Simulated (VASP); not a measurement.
# BaBe3 (Fm-3m) in VASP: relaxation of cell and atoms with PBE

Aim: the relaxation of cell and atoms of BaBe3 with PBE.

Everything below comes from runs of VASP 6.6.1. Logs are shortened: lines on timing, memory, paths and dates and some standing lists are left out, and cuts for length are marked.

### Step 1. The cell of the first run

The structure is cubic, space group Fm-3m (No. 225). Conventional cell: a = 6.694 Å, b = 6.694 Å, c = 6.694 Å, α = 90.00°, β = 90.00°, γ = 90.00°. Ba (site symmetry m-3m) has 14 Be at 2.90 to 3.35 Å within 3.8 Å. Within 3.8 Å of Be (site symmetry m-3m) lie 8 Be at 2.90 Å and 6 Ba at 3.35 Å. Be (site symmetry -43m) has 4 Ba at 2.90 Å and 10 Be at 2.90 to 3.35 Å within 3.8 Å.

### Step 2. Relaxation of cell and atoms, PBE

INCAR reads:

```
SYSTEM = BaBe3
PREC = Accurate
ENCUT = 600
EDIFF = 1E-7
ISMEAR = 0
SIGMA = 0.1
LREAL = .FALSE.
LASPH = .TRUE.
NELM = 80
ALGO = Normal
ISIF = 3
LWAVE = .FALSE.
LCHARG = .FALSE.
GGA = PE
IBRION = 2
NSW = 100
EDIFFG = -0.01
```

KPOINTS reads:

```
Automatic mesh
0
G
  12 12 12
  0 0 0
```

POSCAR reads:

```
BaBe3
1.0
    0.0000000000      3.3470232259      3.3470232259
    3.3470232259      0.0000000000      3.3470232259
    3.3470232259      3.3470232259      0.0000000000
Ba Be
1 3
Direct
    0.0000000000      0.0000000000      0.0000000000
    0.5000000000      0.5000000000      0.5000000000
    0.2500000000      0.2500000000      0.2500000000
    0.7500000000      0.7500000000      0.7500000000
```

Potentials or basis: VASP PAW PBE potentials, release 64 (Ba_sv, Be).

The run is started by

```console
cat potpaw_PBE.64/Ba_sv/POTCAR potpaw_PBE.64/Be/POTCAR > POTCAR
mpirun -np 1 vasp_std > vasp.out
```

OUTCAR:

```text
SYSTEM = BaBe3
   PREC = Accurate
   ENCUT = 600
   EDIFF = 1E-7
   ISMEAR = 0
   LREAL = .FALSE.
   LASPH = .TRUE.
   NELM = 80
   ISIF = 3
   GGA = PE
   IBRION = 2
   NSW = 100
   EDIFFG = -0.01

 ion  position               nearest neighbor table
   1  0.000  0.000  0.000-   3 2.90   4 2.90   4 2.90   4 2.90   4 2.90   3 2.90   3 2.90   3 2.90
                             2 3.35   2 3.35   2 3.35   2 3.35   2 3.35   2 3.35
   2  0.500  0.500  0.500-   1 3.35   1 3.35   1 3.35   1 3.35   1 3.35   1 3.35
   3  0.250  0.250  0.250-   1 2.90   1 2.90   1 2.90   1 2.90
   4  0.750  0.750  0.750-   1 2.90   1 2.90   1 2.90   1 2.90

  LATTYP: Found a face centered cubic cell.
 ALAT       =     6.6940464518

  Lattice vectors:

 A1 = (   0.0000000000,   3.3470232259,   3.3470232259)
 A2 = (   3.3470232259,   0.0000000000,   3.3470232259)
 A3 = (   3.3470232259,   3.3470232259,   0.0000000000)

Analysis of symmetry for initial positions (statically):
=====================================================================
 Subroutine PRICEL returns:
 Original cell was already a primitive cell.

 Routine SETGRP: Setting up the symmetry group for a
 face centered cubic supercell.

 Subroutine GETGRP returns: Found 48 space group operations
 (whereof 48 operations were pure point group operations)
 out of a pool of 48 trial point group operations.

The static configuration has the point symmetry O_h .

Analysis of symmetry for dynamics (positions and initial velocities):
=====================================================================
 Subroutine PRICEL returns:
 Original cell was already a primitive cell.

 Routine SETGRP: Setting up the symmetry group for a
 face centered cubic supercell.

 Subroutine GETGRP returns: Found 48 space group operations
 (whereof 48 operations were pure point group operations)
 out of a pool of 48 trial point group operations.

The dynamic configuration has the point symmetry O_h .

 Subroutine INISYM returns: Found 48 space group operations
 (whereof 48 operations are pure point group operations),
 and found     1 'primitive' translations

----------------------------------------------------------------------------------------

                                     Primitive cell

  volume of cell :      74.9905

  direct lattice vectors                    reciprocal lattice vectors
     0.000000000  3.347023226  3.347023226    -0.149386475  0.149386475  0.149386475
     3.347023226  0.000000000  3.347023226     0.149386475 -0.149386475  0.149386475
     3.347023226  3.347023226  0.000000000     0.149386475  0.149386475 -0.149386475

  length of vectors
     4.733405640  4.733405640  4.733405640     0.258744964  0.258744964  0.258744964

  position of ions in fractional coordinates (direct lattice)
     0.000000000  0.000000000  0.000000000
     0.500000000  0.500000000  0.500000000
     0.250000000  0.250000000  0.250000000
     0.750000000  0.750000000  0.750000000

  ion indices of the primitive-cell ions
   primitive index   ion index
                 1           1
                 2           2
                 3           3
                 4           4

----------------------------------------------------------------------------------------

 KPOINTS: Automatic mesh

Automatic generation of k-mesh.
 Grid dimensions read from file:
 generate k-points for:   12   12   12

 Generating k-lattice:

  Cartesian coordinates                     Fractional coordinates (reciprocal lattice)
    -0.012448873  0.012448873  0.012448873     0.083333333  0.000000000  0.000000000
     0.012448873 -0.012448873  0.012448873     0.000000000  0.083333333  0.000000000
[... 75 lines left out ...]
   IALGO  =     38    algorithm
   IMIX   =      4    mixing-type and parameters
     AMIX     =   0.40;   BMIX     =  1.00
     AMIX_MAG =   1.60;   BMIX_MAG =  1.00
  volume/ion in A,a.u.               =      18.75       126.52
  Fermi-wavevector in a.u.,A,eV,Ry     =   0.978242  1.848608 13.020184  0.956957
  Thomas-Fermi vector in A             =   2.109002
   LORBIT       =      0    0 simple, 1 ext, 2 COOP (PROOUT), +10 PAW based schemes
   GGA     = PE    functional components
   LHFCALC =     F    Hartree Fock is set to
   AEXX    =    0.0000 exact exchange contribution
   IVDW    =     0    specifies the selected vdW correction
   LEPSILON=     F    determine dielectric tensor
   LRPA    =     F    only Hartree local field effects (RPA)
 conjugate gradient relaxation of ions
 non-spin polarized calculation
 Gauss-broadening in eV      SIGMA  =   0.10
  energy-cutoff  :      600.00
  volume of cell :       74.99
 maximum number of plane-waves:      2535
 NGX is ok and might be reduce to    40
   NGX = 19   NGY = 19   NGZ = 19

--------------------------------------- Ionic step        1  -------------------------------------------

 number of electron      15.9999999 magnetization

 Free energy of the ion-electron system (eV)
  ---------------------------------------------------
  ext. energy  EPLUGINS =         0.00000000
  ---------------------------------------------------
  free energy    TOTEN  =        -9.24125619 eV

  energy without entropy =       -9.23525087  energy(sigma->0) =       -9.23825353

------------------------ aborting loop because EDIFF is reached ----------------------------------------

  FORCE on cell =-STRESS in cart. coord.  units (eV):
  Direction    XX          YY          ZZ          XY          YZ          ZX
  --------------------------------------------------------------------------------------
  -------------------------------------------------------------------------------------
  Total        0.0430797      0.0430797      0.0430797      0.0000000      0.0000000      0.0000000
  in kB        0.9204012      0.9204012      0.9204012      0.0000000      0.0000000      0.0000000
  external PRESSURE =       0.9204012 kB  Pullay stress =       0.0000000 kB

 VOLUME and BASIS-vectors are now :
 -----------------------------------------------------------------------------
  energy-cutoff  :      600.00
  volume of cell :       74.99
      direct lattice vectors                 reciprocal lattice vectors
     0.000000000  3.347023226  3.347023226    -0.149386475  0.149386475  0.149386475
     3.347023226  0.000000000  3.347023226     0.149386475 -0.149386475  0.149386475
     3.347023226  3.347023226  0.000000000     0.149386475  0.149386475 -0.149386475

 POSITION                                       TOTAL-FORCE (eV/Angst)
 -----------------------------------------------------------------------------------
      0.00000      0.00000      0.00000        -0.000000      0.000000      0.000000
      3.34702      3.34702      3.34702        -0.000000      0.000000      0.000000
      1.67351      1.67351      1.67351         0.000000     -0.000000     -0.000000
      5.02053      5.02053      5.02053        -0.000000      0.000000      0.000000
 -----------------------------------------------------------------------------------
    total drift:                               -0.000000      0.000000     -0.000000

  FREE ENERGIE OF THE ION-ELECTRON SYSTEM (eV)
  ---------------------------------------------------
  free  energy   TOTEN  =        -9.2412561863 eV

  energy  without entropy=       -9.2352508675  energy(sigma->0) =       -9.23825353

--------------------------------------- Ionic step        2  -------------------------------------------

 number of electron      15.9999999 magnetization

 Free energy of the ion-electron system (eV)
  ---------------------------------------------------
  ext. energy  EPLUGINS =         0.00000000
  ---------------------------------------------------
  free energy    TOTEN  =        -9.24129613 eV

  energy without entropy =       -9.23525986  energy(sigma->0) =       -9.23827799

 E-fermi :   2.7373     XC(G=0):  -9.2890

 val. band max:        2.7364535475   @ k =   0.5000   0.3333   0.0000
 cond. band min:       2.7469035207   @ k =   0.1667   0.1667   0.0000
 fundamental gap:      0.0104499732
 Fermi energy:         2.7372635935

 k-point     1 :       0.0000    0.0000    0.0000
  band No.  band energies     occupation
      1     -23.5834      2.00000
      2      -8.9432      2.00000
      3      -8.9432      2.00000
      4      -8.9432      2.00000
      5      -2.8846      2.00000
      6       2.1866      2.00000
      7       2.1866      2.00000
      8       2.1866      2.00000
      9       4.4413      0.00000
     10       4.6857      0.00000
     11       4.6857      0.00000
     12       4.6857      0.00000
[... 331 lines left out ...]
 k-point    24 :      -0.4167    0.1667    0.0000
  band No.  band energies     occupation
      1     -23.5489      2.00000
      2      -9.4863      2.00000
      3      -9.1320      2.00000
      4      -9.0425      2.00000
      5      -0.5769      2.00000
      6       0.1428      2.00000
      7       1.3894      2.00000
      8       2.2018      2.00000
      9       4.2595      0.00000
     10       4.8692      0.00000
     11       5.2455      0.00000
     12       6.4305      0.00000

 [... further k-points ...]

------------------------ aborting loop because EDIFF is reached ----------------------------------------

  FORCE on cell =-STRESS in cart. coord.  units (eV):
  Direction    XX          YY          ZZ          XY          YZ          ZX
  --------------------------------------------------------------------------------------
  -------------------------------------------------------------------------------------
  Total        0.0087203      0.0087203      0.0087203      0.0000000      0.0000000     -0.0000000
  in kB        0.1860198      0.1860198      0.1860198      0.0000000      0.0000000     -0.0000000
  external PRESSURE =       0.1860198 kB  Pullay stress =       0.0000000 kB

 VOLUME and BASIS-vectors are now :
 -----------------------------------------------------------------------------
  energy-cutoff  :      600.00
  volume of cell :       75.11
      direct lattice vectors                 reciprocal lattice vectors
     0.000000000  3.348762238  3.348762238    -0.149308898  0.149308898  0.149308898
     3.348762238 -0.000000000  3.348762238     0.149308898 -0.149308898  0.149308898
     3.348762238  3.348762238  0.000000000     0.149308898  0.149308898 -0.149308898

 POSITION                                       TOTAL-FORCE (eV/Angst)
 -----------------------------------------------------------------------------------
      6.69752      3.34876      3.34876         0.000000     -0.000000     -0.000000
      3.34876      3.34876      3.34876         0.000000     -0.000000     -0.000000
      1.67438      1.67438      1.67438        -0.000000     -0.000000     -0.000000
      5.02314      5.02314      5.02314        -0.000000      0.000000      0.000000
 -----------------------------------------------------------------------------------
    total drift:                               -0.000000      0.000000      0.000000

  FREE ENERGIE OF THE ION-ELECTRON SYSTEM (eV)
  ---------------------------------------------------
  free  energy   TOTEN  =        -9.2412961313 eV

  energy  without entropy=       -9.2352598560  energy(sigma->0) =       -9.23827799

 reached required accuracy - stopping structural energy minimisation
```

Run time: 98 s. Hardware: 1 thread of Intel Xeon Platinum 8488C (Sapphire Rapids), shared host; peak memory 0.29 GiB.

Results:

```yaml
Free_energy: -9.2413 eV
Relaxed_volume: 18.78 Å³/atom
Relaxed_cell: a = 4.736 Å, b = 4.736 Å, c = 4.736 Å, α = 60.00°, β = 60.00°, γ = 60.00°
Space_group_after_relaxing_to_0.1_Å: Fm-3m (No. 225)
Energy_gained_by_relaxing: 0.0 meV/atom
Ionic_steps: 2
Pressure_after_relaxing: 0.0 GPa
Band_gap_on_the_k_mesh: zero (bands 8 and 9 overlap by 0.67 eV)
```

Final structure:
```cif
data_structure
_symmetry_space_group_name_H-M 'P 1'
_symmetry_Int_Tables_number 1
_cell_length_a 4.7359
_cell_length_b 4.7359
_cell_length_c 4.7359
_cell_angle_alpha 60.000
_cell_angle_beta 60.000
_cell_angle_gamma 60.000
_cell_volume 75.11
loop_
_atom_site_label
_atom_site_type_symbol
_atom_site_fract_x
_atom_site_fract_y
_atom_site_fract_z
_atom_site_occupancy
Ba1 Ba 0.00000 0.00000 0.00000 1
Be1 Be 0.50000 0.50000 0.50000 1
Be2 Be 0.25000 0.25000 0.25000 1
Be3 Be 0.75000 0.75000 0.75000 1
```

Caveat: spin-orbit coupling is left out, which moves the levels of the heavy elements.
